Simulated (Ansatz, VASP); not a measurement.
**Ni: VASP beside Ansatz**

```
Ni
1.0
     2.50775    0.00000    0.00000
    -1.25388    2.17178    0.00000
     0.00000    0.00000    4.17218
Ni
2
Direct
  0.33333 0.66667 0.25000
  0.66667 0.33333 0.75000
```

Alike in both runs: task single point; functional PBEsol; k mesh 13 × 13 × 7; occupations fermi-dirac, width 0.1 eV; collinear spin.

|  | VASP | Ansatz |
| --- | --- | --- |
| version | VASP 6.6.1 | Ansatz 0.2.0 |
| potentials or method | VASP PAW PBE potentials, release 64 (Ni), cutoff 520 eV | plane waves, PAW |
| valence electrons in the cell | 20 | 36 |

VASP gave:

- pressure (GPa): -15.6
- traceless stress, the component that is largest in VASP (GPa): -1.79
- net moment per atom (μB): 0.63
- size of the moment on the site where the two differ most (μB): 0.64

Q: What did Ansatz give for the same quantities?

A: Pressure (GPa): -15.7; traceless stress, the component that is largest in VASP (GPa): -1.75; net moment per atom (μB): 0.64; size of the moment on the site where the two differ most (μB): 0.68.

VASP's potentials were made for PBE, not for PBEsol. Site moments also hang on the region over which each program counts them. VASP's potentials hold 20 valence electrons a cell and Ansatz's 36, so a difference there can come from the potentials and not from the codes.
